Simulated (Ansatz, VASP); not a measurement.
LiCl in VASP and in Ansatz

```
Li Cl
1.0
     0.00000    2.55620    2.55620
     2.55620    0.00000    2.55620
     2.55620    2.55620    0.00000
Li Cl
1 1
Direct
  0.00000 0.00000 0.00000
  0.50000 0.50000 0.50000
```

Alike in both runs: task single point; functional r2SCAN; k mesh 8 × 8 × 8; no spin polarisation.

```csv
,VASP,Ansatz
version,VASP 6.6.1,Ansatz 0.2.0
potentials or method,"VASP PAW PBE potentials, release 64 (Li_sv, Cl)","PAW with Ansatz's default frozen-core files, scalar-relativistic"
plane-wave cutoff (eV),830,500
occupations,"gaussian, width 0.01 eV",fixed
valence electrons in the cell,10,10
```

|  | VASP | Ansatz | Ansatz less VASP |
| --- | --- | --- | --- |
| gap on the k mesh at the Fermi level (eV) | 7.36 | 7.29 | -0.068 |
| pressure (GPa) | -0.5 | 0.0 | +0.48 |

VASP's potentials were made for PBE, not for r2SCAN.
